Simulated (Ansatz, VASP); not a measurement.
# Two plane-wave programs on Lu

```
Lu
1.0
     5.28593    0.00000    0.00000
    -2.64297    4.57775    0.00000
     0.00000    0.00000    3.31699
Lu
3
Cartesian
  2.6430 4.5778 0.0000
  0.0000 3.0518 1.6585
  2.6430 1.5259 1.6585
```

Alike in both runs: task single point; functional PBE; k mesh 8 × 8 × 10; occupations fermi-dirac, width 0.1 eV; no spin polarisation.

|  | VASP | Ansatz |
| --- | --- | --- |
| version | VASP 6.6.1 | Ansatz 0.2.0 |
| potentials or method | VASP PAW PBE potentials, release 64 (Lu), cutoff 520 eV | plane waves (420 eV) with PAW, scalar-relativistic |
| valence electrons in the cell | 75 | 75 |

```csv
,VASP,Ansatz,Ansatz less VASP
pressure (GPa),4.8,4.2,-0.58
"traceless stress, the component that is largest in VASP (GPa)",-0.18,-0.13,+0.044
```

The functional is the same, so the differences come from potentials, cutoffs and numerics.

Neither program's run includes spin-orbit coupling.
